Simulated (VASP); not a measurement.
# Ir (Fd-3m) in VASP: further runs, part 2 of 2

VASP 6.6.1. The steps go on from the part before.

### 3 Single point, BLYP (volume scaled by 0.96)

The input, INCAR:

```
  AGGAC = 1.0
  AGGAX = 1.0
  ALDAC = 0.0
  ALDAX = 1.0
  ALGO = Normal
  EDIFF = 1E-6
  ENCUT = 520
  GGA = B5
  ISIF = 2
  ISMEAR = -1
  LASPH = T
  LCHARG = F
  LREAL = F
  LWAVE = F
  NBANDS = 16
  NELM = 60
  PREC = Accurate
  SIGMA = 0.1
```

The input, KPOINTS:

```
k-points
0
Gamma
  11 11 11
```

The input, POSCAR:

```
Ir
1.0
    0.0000000000      2.7905571087      2.7905571087
    2.7905571087      0.0000000000      2.7905571087
    2.7905571087      2.7905571087      0.0000000000
Ir
2
Direct
    0.1250000000      0.1250000000      0.1250000000
    0.8750000000      0.8750000000      0.8750000000
```

Potentials or basis: VASP PAW PBE potentials, release 64 (Ir).

On the command line:

```console
> cat potpaw_PBE.64/Ir/POTCAR > POTCAR
> mpirun -np 1 vasp_std > vasp.out
```

OUTCAR:

```text
EDIFF = 1E-6
   ENCUT = 520
   GGA = B5
   ISIF = 2
   ISMEAR = -1
   LASPH = T
   LREAL = F
   NELM = 60
   PREC = Accurate

 ion  position               nearest neighbor table
   1  0.125  0.125  0.125-   2 2.42   2 2.42   2 2.42   2 2.42
   2  0.875  0.875  0.875-   1 2.42   1 2.42   1 2.42   1 2.42

  LATTYP: Found a face centered cubic cell.
 ALAT       =     5.5811142174

  Lattice vectors:

 A1 = (   0.0000000000,   2.7905571087,   2.7905571087)
[... 193 lines left out ...]
      6       1.0625      2.00000
[... 433 lines left out ...]
      3       0.7605      2.00000
      4       0.7941      2.00000
      5       1.2406      2.00000
      6       2.0121      2.00000
[... 8 lines left out ...]
     15      16.5104      0.00000
     16      18.4729      0.00000

 [... further k-points ...]
[... 5 lines left out ...]
  --------------------------------------------------------------------------------------
  -------------------------------------------------------------------------------------
  Total        2.1603049      2.1603049      2.1603049     -0.0000000     -0.0000000     -0.0000000
  in kB       79.6384670     79.6384670     79.6384670     -0.0000000     -0.0000000     -0.0000000
  external PRESSURE =      79.6384670 kB  Pullay stress =       0.0000000 kB

 VOLUME and BASIS-vectors are now :
 -----------------------------------------------------------------------------
  energy-cutoff  :      520.00
  volume of cell :       43.46
      direct lattice vectors                 reciprocal lattice vectors
     0.000000000  2.790557109  2.790557109    -0.179175692  0.179175692  0.179175692
     2.790557109  0.000000000  2.790557109     0.179175692 -0.179175692  0.179175692
     2.790557109  2.790557109  0.000000000     0.179175692  0.179175692 -0.179175692

 POSITION                                       TOTAL-FORCE (eV/Angst)
 -----------------------------------------------------------------------------------
      0.69764      0.69764      0.69764        -0.000000     -0.000000     -0.000000
      4.88347      4.88347      4.88347         0.000000      0.000000      0.000000
 -----------------------------------------------------------------------------------
    total drift:                               -0.000000      0.000000      0.000000

  FREE ENERGIE OF THE ION-ELECTRON SYSTEM (eV)
  ---------------------------------------------------
  free  energy   TOTEN  =       -13.8360253297 eV

  energy  without entropy=      -13.7621660741  energy(sigma->0) =      -13.79909570
```

OSZICAR:

```text
N       E                     dE             d eps       ncg     rms          rms(c)
DAV:   1     0.134305008702E+03    0.13431E+03   -0.79156E+03  1792   0.105E+03
DAV:   2    -0.101865598796E+02   -0.14449E+03   -0.12745E+03  1792   0.281E+02
DAV:   3    -0.147413420857E+02   -0.45548E+01   -0.44782E+01  2368   0.577E+01
DAV:   4    -0.147887634141E+02   -0.47421E-01   -0.47414E-01  2080   0.552E+00
DAV:   5    -0.147900280663E+02   -0.12647E-02   -0.12646E-02  2488   0.906E-01    0.149E+01
DAV:   6    -0.139442499000E+02    0.84578E+00   -0.16181E+00  2432   0.144E+01    0.539E+00
DAV:   7    -0.138519587612E+02    0.92291E-01   -0.17243E-01  2568   0.413E+00    0.192E+00
DAV:   8    -0.138360541000E+02    0.15905E-01   -0.17787E-02  2024   0.985E-01    0.173E-01
DAV:   9    -0.138359763823E+02    0.77718E-04   -0.59939E-04  2200   0.193E-01    0.338E-02
DAV:  10    -0.138360268619E+02   -0.50480E-04   -0.51999E-05  2264   0.584E-02    0.827E-03
DAV:  11    -0.138360254053E+02    0.14566E-05   -0.27459E-06  2296   0.175E-02    0.207E-03
DAV:  12    -0.138360253297E+02    0.75658E-07   -0.23217E-07  1376   0.363E-03
   1 F= -.13836025E+02 E0= -.13799096E+02  d E =-.738593E-01
```

stdout:

```text
POSCAR found type information on POSCAR Ir
 POSCAR found :  1 types and       2 ions
 scaLAPACK will be used
 -----------------------------------------------------------------------------
|                                                                             |
|                                                                             |
|     You enforced a specific xc type in the INCAR file but a different       |
|     I HOPE YOU KNOW WHAT YOU ARE DOING!                                     |
|                                                                             |
 -----------------------------------------------------------------------------

 LDA part: xc-table for (Slater(with rela. corr.)+VWN5), standard interpolation
 POSCAR, INCAR and KPOINTS ok, starting setup
 FFT: planning ... GRIDC
 FFT: planning ... GRID_SOFT
 FFT: planning ... GRID
 WAVECAR not read
 entering main loop
```

It took 27 s on 1 thread of Intel Xeon 6975P-C (Granite Rapids), shared host; peak memory 0.19 GiB.

What came out:

* Free energy: -13.8360 eV
* Pressure: 8.0 GPa
* Band gap on the k mesh: zero (band 9 reaches 6.59 eV, above the bottom of band 10 at 5.19 eV)

Caveat: the cell differs from its parent crystal (volume scaled by 0.96); the PAW data sets were made with another functional, which shifts forces and pressure a little; spin-orbit coupling is left out, which moves the levels of the heavy elements.

### 4 Single point, BLYP

This run uses another cell than the first one, of 22.64 Å³/atom, 1.087 times its volume.

INCAR, as its differences from that of step 3:

```diff
@@ -1 +1,2 @@
+SYSTEM = Ir
   AGGAC = 1.0
@@ -10,6 +11,6 @@
   ISMEAR = -1
-  LASPH = T
-  LCHARG = F
-  LREAL = F
-  LWAVE = F
+  LASPH = .TRUE.
+  LCHARG = .FALSE.
+  LREAL = .FALSE.
+  LWAVE = .FALSE.
   NBANDS = 16
```

The input, KPOINTS:

```
k-points
0
G
  11 11 11
  0 0 0
```

The input, POSCAR:

```
Ir
1.0
    0.0000000000      2.8287886692      2.8287886692
    2.8287886692      0.0000000000      2.8287886692
    2.8287886692      2.8287886692      0.0000000000
Ir
2
Direct
    0.1250000000      0.1250000000      0.1250000000
    0.8750000000      0.8750000000      0.8750000000
```

On the command line:

```console
> cat potpaw_PBE.64/Ir/POTCAR > POTCAR
> mpirun -np 1 vasp_std > vasp.out
```

Run time: 25 s. Hardware: 1 thread of Intel Xeon 6975P-C (Granite Rapids), shared host; peak memory 0.18 GiB.

Results (log left out):

- Free energy: -13.8845 eV
- Pressure: 0.8 GPa
- Band gap on the k mesh: zero (band 9 reaches 6.03 eV, above the bottom of band 10 at 4.74 eV)

Levels at points of the mesh, in eV from the Fermi level:
| k point | band 7 | band 8 | band 9 | band 10 | band 11 | band 12 |
| --- | --- | --- | --- | --- | --- | --- |
| (0.00, 0.00, 0.00) | -1.64 | -1.64 | -1.64 | 0.68 | 0.68 | 10.90 |

Caveat: the PAW data sets were made with another functional, which shifts forces and pressure a little; spin-orbit coupling is left out, which moves the levels of the heavy elements.

### 5 The runs side by side

```csv
cell,gap on the mesh (eV),pressure (GPa)
"a = 3.891 Å, angles 60.0°, 2 atoms",none,17.0
"a = 3.946 Å, angles 60.0°, 2 atoms",none,8.0
"a = 4.001 Å, angles 60.0°, 2 atoms",none,0.8
```

Alike in all rows: task single point; level BLYP; potentials or basis VASP PAW PBE potentials, release 64 (Ir); no spin polarisation; k mesh 11 × 11 × 11; cutoff (eV) 520; smearing fermi-dirac 0.1 eV.

Caveats: the PAW data sets were made with another functional, which shifts forces and pressure a little; spin-orbit coupling is left out, which moves the levels of the heavy elements.

Absolute energies hang on the potentials; compare differences alone.
